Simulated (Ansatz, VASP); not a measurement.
AlN: VASP beside Ansatz

File INCAR:

```
PREC     = Accurate       # precision mode
ENCUT    = 520            # plane-wave cutoff, eV
EDIFF    = 1E-6           # SCF threshold, eV
ISMEAR   = 0              # smearing method
SIGMA    = 0.05           # smearing width, eV
LREAL    = F              # projectors in reciprocal space
LASPH    = T              # aspherical terms in the spheres
NELM     = 100            # most SCF steps
ALGO     = Normal         # electronic algorithm
ISIF     = 2              # what is computed and relaxed
LWAVE    = F              # write WAVECAR
LCHARG   = T              # write CHGCAR
GGA      = PE             # functional
LELF     = T              # ELF
LVHAR    = T            
NBANDS   = 26             # bands
```

Contents of KPOINTS:

```
Automatic mesh
0
Gamma
  8 6 4
```

POSCAR

```
AlN
1.0
   -3.3134793387      0.0000000000      0.0000000000
    0.0000000000      0.0000000000     -4.1875902400
    0.0000000000     -5.7391145645      0.0000000000
Al N
4 4
Direct
    0.5555307522      0.2269417053      0.1666666667
   -0.0555307522      0.2269417053      0.6666666667
    0.0555307522      0.7269417053      0.3333333333
    0.4444692478      0.7269417053      0.8333333333
    0.5535041009      0.7944169533      0.1666666667
   -0.0535041009      0.7944169533      0.6666666667
    0.0535041009      0.2944169533      0.3333333333
    0.4464958991      0.2944169533      0.8333333333
```

Input for Ansatz:

```yaml
crystal:
  lattice:
    - [-3.3134793387, 0.0, 0.0]
    - [0.0, 0.0, -4.18759024]
    - [0.0, -5.7391145645, 0.0]
  atoms:
    - { symbol: Al, position: [0.5555307522, 0.2269417053, 0.1666666667] }
    - { symbol: Al, position: [-0.0555307522, 0.2269417053, 0.6666666667] }
    - { symbol: Al, position: [0.0555307522, 0.7269417053, 0.3333333333] }
    - { symbol: Al, position: [0.4444692478, 0.7269417053, 0.8333333333] }
    - { symbol: "N", position: [0.5535041009, 0.7944169533, 0.1666666667] }
    - { symbol: "N", position: [-0.0535041009, 0.7944169533, 0.6666666667] }
    - { symbol: "N", position: [0.0535041009, 0.2944169533, 0.3333333333] }
    - { symbol: "N", position: [0.4464958991, 0.2944169533, 0.8333333333] }
basis:
  ecutwfc: 520.0
kpoints:
  mp_grid: { grid: [8, 6, 4] }
hamiltonian:
  xc: pbe
  pseudopotentials: { kind: paw, azcp: { folder: soft_1 } }
scf:
  occupations: { method: gaussian, width: 0.05 }
output:
  forces: true
  stress: true
  eigenvalues: true
```

Change from the starting cell: mode 4 frozen in at -0.184 Å and mode 5 at -0.186 Å (largest displacements).

Alike in both runs: task single point; functional PBE; k mesh 8 × 6 × 4; occupations gaussian, width 0.05 eV; no spin polarisation.

|  | VASP | Ansatz |
| --- | --- | --- |
| version | VASP 6.6.1 | Ansatz 0.2.0 |
| potentials or method | VASP PAW PBE potentials, release 64 (Al, N), cutoff 520 eV | scalar-relativistic, plane waves, PAW |
| valence electrons in the cell | 32 | 32 |

Ansatz gave:

| Item | Value |
| --- | --- |
| gap on the k mesh at the Fermi level (eV) | 3.46 |
| least direct gap on the mesh (eV) | 3.46 |
| pressure (GPa) | 6.1 |
| traceless stress, the component that is largest in VASP (GPa) | 23.36 |
| rms of the force components (eV/Å) | 0.969 |

Question: Estimate VASP's values.

Answer: gap on the k mesh at the Fermi level (eV): 3.47; least direct gap on the mesh (eV): 3.47; pressure (GPa): 6.0; traceless stress, the component that is largest in VASP (GPa): 23.55; rms of the force components (eV/Å): 0.973.

Atom by atom the forces differ by 0.003 eV/Å (rms over components). With one functional, cell and mesh, what is left measures potentials, basis and numerics.
